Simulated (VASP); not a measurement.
Here is a VASP 6.6.1 calculation.

The input INCAR:

```
PREC = Accurate
ENCUT = 600
EDIFF = 1E-6
ISMEAR = 0
SIGMA = 0.1
LREAL = F
LASPH = T
NELM = 120
ALGO = Normal
ISIF = 2
LWAVE = F
LCHARG = T
GGA = PE
LELF = T
LVHAR = T
NBANDS = 16
GGA_COMPAT = F
```

Contents of KPOINTS:

```
regular mesh
0
Gamma
  5 5 5
```

The input POSCAR:

```
CdO
1.0
    0.0000000000      2.3609927699      2.3609927699
    2.3609927699      0.0000000000      2.3609927699
    2.3609927699      2.3609927699      0.0000000000
Cd O
1 1
Direct
    0.0000000000      0.0000000000      0.0000000000
    0.5000000000      0.5000000000      0.5000000000
```

Potentials or basis: VASP PAW PBE potentials, release 64 (Cd, O).

Run with:

```sh
$ cat potpaw_PBE.64/Cd/POTCAR potpaw_PBE.64/O/POTCAR > POTCAR
$ mpirun -np 1 vasp_std > vasp.out
```

Problem. Estimate the pressure.

Solution. 5.2 GPa.

Problem. Estimate the band gap on the k mesh.

Solution. Zero (band 9 reaches 1.78 eV, above the bottom of band 10 at 1.44 eV).

Caveat: the k points lie up to 0.46 Å⁻¹ apart.
